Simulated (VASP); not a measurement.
KCl:

```
K Cl
1.0
     0.00000    3.18885    3.18885
     3.18885    0.00000    3.18885
     3.18885    3.18885    0.00000
K Cl
1 1
Cartesian
  0.0000 0.0000 0.0000
  3.1889 3.1889 3.1889
```

```yaml
Program: VASP 6.6.1
Task: relaxation of cell and atoms
Functional: PBEsol
Potentials_or_basis: VASP PAW PBE potentials, release 64 (K_sv, Cl)
Cutoff: 600 eV
k_mesh: 6 × 6 × 6
Occupations: fermi-dirac, width 0.02 eV
Spin: no spin polarisation
```

At the start: pressure -0.9 GPa; volume 32.43 Å³/atom.

Question: Where does the relaxation end?

Answer: Over 4 steps the energy falls by 5.8 meV/atom and the volume is 30.56 Å³/atom (-5.8 %); space group Fm-3m (No. 225, to 0.1 Å) before and after.

The path:
```
step  energy change (eV)  largest force (eV/Å)  pressure (GPa)  volume (Å³)
   1              0.0000                0.0000           -0.94        64.85
   2             -0.0083                0.0000           -0.54        63.08
   3             -0.0116                0.0000           -0.06        61.34
   4             -0.0117                0.0000            0.00        61.12
```

Final structure:
```cif
data_structure
_symmetry_space_group_name_H-M 'P 1'
_symmetry_Int_Tables_number 1
_cell_length_a 4.4214
_cell_length_b 4.4214
_cell_length_c 4.4214
_cell_angle_alpha 60.000
_cell_angle_beta 60.000
_cell_angle_gamma 60.000
_cell_volume 61.12
loop_
_atom_site_label
_atom_site_type_symbol
_atom_site_fract_x
_atom_site_fract_y
_atom_site_fract_z
_atom_site_occupancy
K1 K 0.00000 0.00000 0.00000 1
Cl1 Cl 0.50000 0.50000 0.50000 1
```

Caveat: the PAW data sets were made with another functional, which shifts forces and pressure a little.
